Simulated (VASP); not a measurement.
Set up this calculation in VASP 6.6.1, as the native input.

* Task: relaxation of cell and atoms
* Functional: PBE
* Potentials or basis: VASP PAW PBE potentials, release 64 (Au, Cl)
* Cutoff: 600 eV
* k mesh: 12 × 12 × 12
* Occupations: gaussian, width 0.1 eV
* Spin: no spin polarisation
* Dipole correction: no
* Further INCAR settings: ALGO = Normal; EDIFF = 1e-07; IBRION = 2; EDIFFG = -0.01; NSW = 100; ISIF = 3

The structure of Au3Cl lies in POSCAR:

```
Au3Cl
1.0
    4.2963819857      0.0000000000      0.0000000000
    0.0000000000      4.2963819857      0.0000000000
    0.0000000000      0.0000000000      4.2963819857
Au Cl
3 1
Direct
    0.0000000000      0.5000000000      0.5000000000
    0.5000000000      0.0000000000      0.5000000000
    0.5000000000      0.5000000000      0.0000000000
    0.0000000000      0.0000000000      0.0000000000
```

One way to write it, as run:

INCAR

```
  PREC = Accurate
  ENCUT = 600
  EDIFF = 1E-7
  ISMEAR = 0
  SIGMA = 0.1
  LREAL = False
  LASPH = True
  NELM = 100
  ALGO = Normal
  ISIF = 3
  LWAVE = False
  LCHARG = False
  GGA = PE
  IBRION = 2
  NSW = 100
  EDIFFG = -0.01
```

KPOINTS

```
regular mesh
0
Gamma
  12 12 12
```

Potentials or basis: VASP PAW PBE potentials, release 64 (Au, Cl).

The run is started by

```bash
$ cat potpaw_PBE.64/Au/POTCAR potpaw_PBE.64/Cl/POTCAR > POTCAR
$ mpirun -np 1 vasp_std > vasp.out
```

Results of the run:

```
Relaxed volume                        : 18.86 Å³/atom
Relaxed cell                          : a = 4.225 Å, b = 4.225 Å, c = 4.225 Å, α = 90.00°, β = 90.00°, γ = 90.00°
Space group after relaxing (to 0.1 Å) : Pm-3m (No. 221)
Energy gained by relaxing             : 12.7 meV/atom
Ionic steps                           : 3
Pressure after relaxing               : 0.0 GPa
Band gap on the k mesh                : zero (bands 20 and 21 overlap by 0.10 eV)
```

Caveat: spin-orbit coupling is left out, which moves the levels of the heavy elements.

Wall time 4 min on 1 thread of AMD EPYC 9R45 96-Core Processor (Zen 5) (shared host), peak memory 0.3 GiB.
